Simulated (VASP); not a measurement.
Write the native input for VASP 6.6.1 that does the following.

| Item | Value |
| --- | --- |
| Task | single point |
| Functional | LDA |
| Potentials or basis | VASP PAW LDA potentials, release 64 (Te, Nb_sv) |
| Cutoff | 520 eV |
| k mesh | 8 × 8 × 7 |
| Occupations | fermi-dirac, width 0.05 eV |
| Spin | no spin polarisation |
| Dipole correction | no |
| Further INCAR settings | ALGO = Normal; EDIFF = 1e-06; NBANDS = 16 |

The structure of NbTe lies in POSCAR:

```
NbTe
1.0
    3.7756001657      0.0000000000      0.0000000000
   -1.8878000828      3.2697656581      0.0000000000
    0.0000000000      0.0000000000      3.7666649043
Te Nb
1 1
Direct
    0.6666666667      0.3333333333      0.0000000000
    0.0000000000      0.0000000000      0.5000000000
```

The input as run:

INCAR

```
SYSTEM = NbTe
PREC = Accurate
ENCUT = 520
EDIFF = 1E-6
ISMEAR = -1
SIGMA = 0.05
LREAL = .FALSE.
LASPH = .TRUE.
NELM = 60
ALGO = Normal
ISIF = 2
LWAVE = .FALSE.
LCHARG = .TRUE.
GGA = CA
LELF = .TRUE.
LVHAR = .TRUE.
NBANDS = 16
```

KPOINTS

```
Automatic mesh
0
G
  8 8 7
  0 0 0
```

Potentials or basis: VASP PAW LDA potentials, release 64 (Te, Nb_sv).

Launch:

```console
$ cat potpaw_LDA.64/Te/POTCAR potpaw_LDA.64/Nb_sv/POTCAR > POTCAR
$ mpirun -np 1 vasp_std > vasp.out
```

It gave:

```
Pressure : -12.9 GPa
```

Wall time 15 s on 1 thread of AMD EPYC 9R45 96-Core Processor (Zen 5), on a shared host, peak memory 0.13 GiB.
